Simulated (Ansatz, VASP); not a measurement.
## Two plane-wave programs on MgSi2N2

INCAR

```
SYSTEM = MgSi2N2
PREC = Accurate ; ENCUT = 520
EDIFF = 1E-7 ; ISMEAR = 0
SIGMA = 0.2 ; LREAL = .False.
LASPH = .True. ; NELM = 80
ALGO = Normal ; ISIF = 2
LWAVE = .False. ; LCHARG = .False.
GGA = PE ; NBANDS = 31
```

The input KPOINTS:

```
regular mesh
0
Gamma
  6 6 2
  0 0 0
```

The input POSCAR:

```
MgSi2N2
1.0
    3.3893181609      0.0000000000      0.0000000000
   -1.6946590804      2.9352356288      0.0000000000
    0.0000000000      0.0000000000     13.9527772268
Mg Si N
2 4 4
Direct
    0.0000000000      0.0000000000      0.5000000000
    0.0000000000      0.0000000000      0.0000000000
    0.3333333333      0.6666666667      0.1979281305
    0.3333333333      0.6666666667      0.6979281305
    0.6666666667      0.3333333333      0.3020718695
    0.6666666667      0.3333333333      0.8020718695
    0.3333333333      0.6666666667      0.0815386898
    0.3333333333      0.6666666667      0.5815386898
    0.6666666667      0.3333333333      0.4184613102
    0.6666666667      0.3333333333      0.9184613102
```

Input for Ansatz:

```yaml
crystal:
  lattice:
    - [3.3893181609, 0.0, 0.0]
    - [-1.6946590804, 2.9352356288, 0.0]
    - [0.0, 0.0, 13.9527772268]
  atoms:
    - { symbol: Mg, position: [0.0, 0.0, 0.5] }
    - { symbol: Mg, position: [0.0, 0.0, 0.0] }
    - { symbol: Si, position: [0.3333333333, 0.6666666667, 0.1979281305] }
    - { symbol: Si, position: [0.3333333333, 0.6666666667, 0.6979281305] }
    - { symbol: Si, position: [0.6666666667, 0.3333333333, 0.3020718695] }
    - { symbol: Si, position: [0.6666666667, 0.3333333333, 0.8020718695] }
    - { symbol: "N", position: [0.3333333333, 0.6666666667, 0.0815386898] }
    - { symbol: "N", position: [0.3333333333, 0.6666666667, 0.5815386898] }
    - { symbol: "N", position: [0.6666666667, 0.3333333333, 0.4184613102] }
    - { symbol: "N", position: [0.6666666667, 0.3333333333, 0.9184613102] }
basis:
  ecutwfc: 420
kpoints:
  mp_grid: { grid: [6, 6, 2] }
hamiltonian:
  xc: pbe
scf:
  occupations: { method: gaussian, width: 0.2 }
  lower_state_search: "off"
output:
  forces: true
  stress: true
  eigenvalues: true
```

Alike in both runs: task single point; functional PBE; k mesh 6 × 6 × 2; occupations gaussian, width 0.2 eV; no spin polarisation.

|  | VASP | Ansatz |
| --- | --- | --- |
| version | VASP 6.6.1 | Ansatz 0.2.0 |
| potentials or method | VASP PAW PBE potentials, release 64 (Mg, Si, N), cutoff 520 eV | scalar-relativistic, plane waves, PAW |
| valence electrons in the cell | 40 | 56 |

```csv
,VASP,Ansatz,Ansatz less VASP
gap on the k mesh at the Fermi level (eV),none,none,-
pressure (GPa),0.1,0.2,+0.13
"traceless stress, the component that is largest in VASP (GPa)",0.13,-0.26,-0.387
rms of the force components (eV/Å),0.063,0.019,-0.0437
```

Atom by atom the forces differ by 0.044 eV/Å (rms over components). A gap of «none» marks a metal or a gap that the smearing closes. VASP's potentials hold 40 valence electrons a cell and Ansatz's 56, so a difference there can come from the potentials and not from the codes.
